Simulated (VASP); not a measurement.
Runs of VASP 6.6.1 on Sn. The structure is that of space group P6_3/mmc (No. 194), or close to it. The cells are those of the table. This isn't the form of Sn at room conditions, which is tetragonal (white tin).

```csv
cell,k mesh,gap on the mesh (eV),pressure (GPa)
"a = 3.413, b = 3.413, c = 5.679 Å, angles 90.0, 90.0, 120.0°, 2 atoms",12 × 12 × 7,none,(c)
"a = 3.242, b = 3.242, c = 5.394 Å, angles 90.0, 90.0, 120.0°, 2 atoms",12 × 12 × 7,none,(b)
"a = 3.149, b = 3.149, c = 5.240 Å, angles 90.0, 90.0, 120.0°, 2 atoms",12 × 12 × 7,none,(a)
"a = 3.286, b = 3.286, c = 5.468 Å, angles 90.0, 90.0, 120.0°, 2 atoms",12 × 12 × 7,none,0.0
"a = 3.196, b = 3.196, c = 5.318 Å, angles 90.0, 90.0, 120.0°, 2 atoms",12 × 12 × 7,none,6.0
"a = 3.330, b = 3.330, c = 5.540 Å, angles 90.0, 90.0, 120.0°, 2 atoms",12 × 12 × 7,none,-2.1
"a = 3.286, b = 3.286, c = 5.468 Å, angles 90.0, 90.0, 120.0°, 2 atoms",18 × 18 × 10,none,0.1
"a = 3.372, b = 3.372, c = 5.610 Å, angles 90.0, 90.0, 120.0°, 2 atoms",12 × 12 × 7,none,-3.8
```

Alike in all rows: task single point; level LDA; potentials or basis VASP PAW LDA potentials, release 64 (Sn_d); no spin polarisation; cutoff (eV) 520; smearing fermi-dirac 0.1 eV.

Question: Estimate the missing entries.

Answer: (a) 10.2; (b) 2.6; (c) -5.1.

Caveats: spin-orbit coupling is left out, which moves the levels of the heavy elements; the cell stands under tension (at least some runs); the cell stands under pressure (at least some runs).

A k mesh can miss the band edges, and the runs leave out spin-orbit coupling on Sn.

A gap of «none» marks levels without a gap at the run's occupations.
